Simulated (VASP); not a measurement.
Set up this calculation in VASP 6.6.1, as the native input.

```yaml
Task: single point
Functional: PBE
Potentials_or_basis: VASP PAW PBE potentials, release 64 (Ir)
Cutoff: 520 eV
k_mesh: 22 × 22 × 22
Occupations: gaussian, width 0.15 eV
Spin: no spin polarisation
Dipole_correction: no
Further_INCAR_settings: ALGO = Fast; EDIFF = 1e-07; NBANDS = 10
```

The structure of Ir lies in POSCAR:

```
Ir
1.0
    0.0000000000      1.8821504742      1.8821504742
    1.8821504742      0.0000000000      1.8821504742
    1.8821504742      1.8821504742      0.0000000000
Ir
1
Direct
    0.0000000000      0.0000000000      0.0000000000
```

This cell differs from its parent crystal: volume 13.335 Å^3 an atom, c/a of the conventional cell 1.0000.

These files were run (other wordings do the same):

INCAR

```
  ALGO = Fast
  EDIFF = 1E-7
  ENCUT = 520
  GGA = PE
  ISIF = 2
  ISMEAR = 0
  LASPH = T
  LCHARG = F
  LREAL = F
  LWAVE = F
  NBANDS = 10
  NELM = 100
  PREC = Accurate
  SIGMA = 0.15
```

KPOINTS

```
k-points
0
Gamma
  22 22 22
```

Potentials or basis: VASP PAW PBE potentials, release 64 (Ir).

Run with:

```console
$ cat potpaw_PBE.64/Ir/POTCAR > POTCAR
$ mpirun -np 1 vasp_std > vasp.out
```

Results of the run:

The pressure is 37.1 GPa.

Run time: 23 s on 1 thread of Intel(R) Xeon(R) 6975P-C (Granite Rapids) (shared host), peak memory 0.16 GiB.
